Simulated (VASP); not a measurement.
The system is PdPt3S8.

```xyz
12
Lattice="7.1444 0.0000 0.0000 -3.5722 6.1872 0.0000 0.0000 0.0000 6.4599" Properties=species:S:1:pos:R:3 pbc="T T T"
Pd    0.0000    0.0000    0.0000
Pt   -1.7861    3.0936    0.0000
Pt    1.7861    3.0936    0.0000
Pt    3.5722    0.0000    0.0000
S     0.0000    4.1248    5.2294
S     1.7910    1.0340    5.2294
S     3.5722    4.1192    5.2294
S     5.3534    1.0340    5.2294
S    -1.7812    5.1532    1.2305
S     0.0000    2.0680    1.2305
S     1.7812    5.1532    1.2305
S     3.5722    2.0624    1.2306
```

Base run:

```yaml
Program: VASP 6.6.1
Functional: PBEsol
Potentials_or_basis: VASP PAW PBE potentials, release 64 (Pd, Pt, S)
Cutoff: 520 eV
k_mesh: 6 × 6 × 4
Occupations: gaussian, width 0.02 eV
Spin: no spin polarisation
```

Its results: band gap on the k mesh 1.05 eV, indirect (least direct gap 1.18 eV); pressure -3.7 GPa; largest force 0.434 eV/Å.

Task: The run is repeated on the same cell with these changes: functional from PBEsol to PBE; further incar settings from ALGO = Normal; EDIFF = 1e-06; NBANDS = 56 to ALGO = Normal; EDIFF = 1e-07; NBANDS = 56. What comes out?

Result: Band gap on the k mesh 1.09 eV, indirect (least direct gap 1.21 eV); pressure -0.3 GPa; largest force 0.037 eV/Å.

Caveats: spin-orbit coupling is left out, which moves the levels of the heavy elements; this functional lacks dispersion, which binds the layers, so the pressure and a relaxed spacing across them are unreliable; the PAW data sets were made with another functional, which shifts forces and pressure a little (some runs).

A k mesh can miss the band edges.
